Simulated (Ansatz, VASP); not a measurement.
AlRu: VASP beside Ansatz

INCAR

```
SYSTEM = AlRu
PREC = Accurate
ENCUT = 500
EDIFF = 1E-6
ISMEAR = 0
SIGMA = 0.1
LREAL = .False.
LASPH = .True.
NELM = 120
ALGO = Normal
ISIF = 2
LWAVE = .False.
LCHARG = .True.
GGA = PS
LELF = .True.
LVHAR = .True.
NBANDS = 16
GGA_COMPAT = .False.
```

KPOINTS

```
regular mesh
0
Gamma
  6 6 6
  0 0 0
```

POSCAR

```
AlRu
1.0
    2.9762217273      0.0000000000      0.0000000000
    0.0000000000      2.9762217273      0.0000000000
    0.0000000000      0.0000000000      2.9762217273
Al Ru
1 1
Direct
    0.0000000000      0.0000000000      0.0000000000
    0.5000000000      0.5000000000      0.5000000000
```

Input for Ansatz:

```yaml
crystal:
  lattice:
    - [2.9762217273, 0.0, 0.0]
    - [0.0, 2.9762217273, 0.0]
    - [0.0, 0.0, 2.9762217273]
  atoms:
    - { symbol: Al, position: [0.0, 0.0, 0.0] }
    - { symbol: Ru, position: [0.5, 0.5, 0.5] }
basis:
  ecutwfc: 420
kpoints:
  mp_grid: { grid: [6, 6, 6] }
hamiltonian:
  xc: pbesol
  pseudopotentials: { kind: paw, azcp: { folder: soft_1 } }
scf:
  occupations: { method: gaussian, width: 0.1 }
output:
  forces: true
  stress: true
  eigenvalues: true
```

Alike in both runs: task single point; functional PBEsol; k mesh 6 × 6 × 6; occupations gaussian, width 0.1 eV; no spin polarisation.

|  | VASP | Ansatz |
| --- | --- | --- |
| version | VASP 6.6.1 | Ansatz 0.2.0 |
| potentials or method | VASP PAW PBE potentials, release 64 (Al, Ru_pv), cutoff 500 eV | scalar-relativistic, plane waves, PAW |
| valence electrons in the cell | 17 | 19 |

|  | VASP | Ansatz | Ansatz less VASP |
| --- | --- | --- | --- |
| gap on the k mesh at the Fermi level (eV) | none | none | - |
| pressure (GPa) | 0.0 | -0.1 | -0.10 |

VASP's potentials were made for PBE, not for PBEsol, and Ansatz warns of the same on its side. A gap of «none» marks a metal or a gap that the smearing closes. VASP's potentials hold 17 valence electrons a cell and Ansatz's 19, so a difference there can come from the potentials and not from the codes.
